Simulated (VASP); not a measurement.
Here is a VASP 6.6.1 calculation.

The input INCAR:

```
SYSTEM = AgI
PREC     = Accurate       ! precision mode
ENCUT    = 500            ! plane-wave cutoff, eV
EDIFF    = 1E-6           ! SCF threshold, eV
ISMEAR   = 0              ! smearing method
SIGMA    = 0.02           ! smearing width, eV
LREAL    = .False.        ! projectors in reciprocal space
LASPH    = .True.         ! aspherical terms in the spheres
NELM     = 120            ! most SCF steps
ALGO     = Normal         ! electronic algorithm
ISIF     = 2              ! what is computed and relaxed
LWAVE    = .False.        ! write WAVECAR
LCHARG   = .False.        ! write CHGCAR
GGA      = CA             ! functional
NBANDS   = 16             ! bands
GGA_COMPAT= .False.
```

The input KPOINTS:

```
regular mesh
0
Gamma
  8 8 8
  0 0 0
```

File POSCAR:

```
AgI
1.0
    0.0000000000      3.1740116305      3.1740116305
    3.1740116305      0.0000000000      3.1740116305
    3.1740116305      3.1740116305      0.0000000000
Ag I
1 1
Direct
    0.0000000000      0.0000000000      0.0000000000
    0.7500000000      0.7500000000      0.7500000000
```

Potentials or basis: VASP PAW LDA potentials, release 64 (Ag, I).

Command:

```bash
$ cat potpaw_LDA.64/Ag/POTCAR potpaw_LDA.64/I/POTCAR > POTCAR
$ mpirun -np 1 vasp_std > vasp.out
```

Q: Predict the pressure.

A: 0.0 GPa.

Q: Estimate the band gap on the k mesh.

A: 1.09 eV.

Caveat: spin-orbit coupling is left out, which moves the levels of the heavy elements. A hybrid or GW would open this gap; LDA tends to underestimate it.
